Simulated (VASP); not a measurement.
Runs of VASP 6.6.1 on BaTe. The structure is that of space group Fm-3m (No. 225), or close to it. The cells are those of the table. 

```tsv
cell	gap on the mesh (eV)	pressure (GPa)
a = 4.860, b = 4.860, c = 4.890 Å, angles 60.2, 60.2, 90.0°, 2 atoms	1.32	(b)
a = 4.958, b = 4.958, c = 4.927 Å, angles 59.8, 59.8, 90.0°, 2 atoms	1.39	-0.2
a = 4.811, b = 4.811, c = 4.890 Å, angles 60.5, 60.5, 90.0°, 2 atoms	1.27	1.5
a = 4.934, b = 4.934, c = 4.918 Å, angles 59.9, 59.9, 90.0°, 2 atoms	(a)	0.1
a = 4.934, b = 4.934, c = 4.914 Å, angles 59.9, 59.9, 90.0°, 2 atoms	1.37	0.1
```

Alike in all rows: task single point; level PBEsol; potentials or basis VASP PAW PBE potentials, release 64 (Ba_sv, Te); no spin polarisation; k mesh 6 × 6 × 6; cutoff (eV) 520; smearing gaussian 0.01 eV.

Question: Fill in the values left out.

Answer: (a) 1.38; (b) 1.0.

Caveats: the PAW data sets were made with another functional, which shifts forces and pressure a little; spin-orbit coupling is left out, which moves the levels of the heavy elements.

A k mesh can miss the band edges, and the runs leave out spin-orbit coupling on Ba, Te.
